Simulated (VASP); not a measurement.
Here is a VASP 6.6.1 calculation.

The input INCAR:

```
SYSTEM = Ni
PREC     = Accurate       ! precision mode
ENCUT    = 600            ! plane-wave cutoff, eV
EDIFF    = 1E-6           ! SCF threshold, eV
ISMEAR   = -1             ! smearing method
SIGMA    = 0.05           ! smearing width, eV
LREAL    = .False.        ! projectors in reciprocal space
LASPH    = .True.         ! aspherical terms in the spheres
NELM     = 200            ! most SCF steps
ALGO     = Normal         ! electronic algorithm
ISIF     = 2              ! what is computed and relaxed
LWAVE    = .False.        ! write WAVECAR
LCHARG   = .False.        ! write CHGCAR
ISPIN    = 2              ! spin polarisation
MAGMOM   = 0.74           ! initial moments
LORBIT   = 11             ! projections on sites
LMAXMIX  = 4              ! l up to which the mixer works
GGA      = PE             ! functional
NBANDS   = 15             ! bands
GGA_COMPAT= .False.
```

KPOINTS

```
Automatic mesh
0
Gamma
  28 28 28
  0 0 0
```

Contents of POSCAR:

```
Ni
1.0
    0.0000000000      1.7592260344      1.7592260344
    1.7592260344      0.0000000000      1.7592260344
    1.7592260344      1.7592260344      0.0000000000
Ni
1
Direct
    0.0000000000      0.0000000000      0.0000000000
```

Potentials or basis: VASP PAW PBE potentials, release 64 (Ni).

Launch:

```sh
$ cat potpaw_PBE.64/Ni/POTCAR > POTCAR
$ mpirun -np 1 vasp_std > vasp.out
```

**Question.** Predict the net moment.

**Answer.** 0.62 μB per cell.

**Question.** Predict the site moments.

**Answer.** Ni +0.63 μB.
